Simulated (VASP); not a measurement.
Here is a VASP 6.6.1 calculation.

Contents of INCAR:

```
  PREC = Accurate
  ENCUT = 520
  EDIFF = 1E-7
  ISMEAR = 0
  SIGMA = 0.1
  LREAL = F
  LASPH = T
  NELM = 100
  ALGO = Normal
  ISIF = 2
  LWAVE = F
  LCHARG = F
  GGA = PE
  NBANDS = 21
```

Contents of KPOINTS:

```
regular mesh
0
Gamma
  6 6 6
```

The input POSCAR:

```
Li4Ru
1.0
   -2.7404861400      2.7404861400      1.7085306100
    2.7404861400     -2.7404861400      1.7085306100
    2.7404861400      2.7404861400     -1.7085306100
Li Ru
4 1
Direct
    0.6000000200      0.2000000000      0.8000000100
    0.8000000000      0.6000000200      0.4000000200
    0.3999999800      0.8000000000      0.1999999900
    0.2000000000      0.3999999800      0.5999999800
    0.0000000000      0.0000000000      0.0000000000
```

Potentials or basis: VASP PAW PBE potentials, release 64 (Li_sv, Ru_pv).

Launch:

```sh
$ cat potpaw_PBE.64/Li_sv/POTCAR potpaw_PBE.64/Ru_pv/POTCAR > POTCAR
$ mpirun -np 1 vasp_std > vasp.out
```

Question: Estimate the band gap on the k mesh.

Answer: Zero (band 13 reaches 5.99 eV, above the bottom of band 14 at 5.21 eV).

Question: Estimate the largest force.

Answer: 0.090 eV/Å.

Forces on the atoms (eV/Å):
```
Li   0.084  0.031  0.000
Li   0.031 -0.084  0.000
Li  -0.084 -0.031  0.000
Li  -0.031  0.084  0.000
Ru   0.000  0.000  0.000
```

Caveat: the k points lie up to 0.36 Å⁻¹ apart.
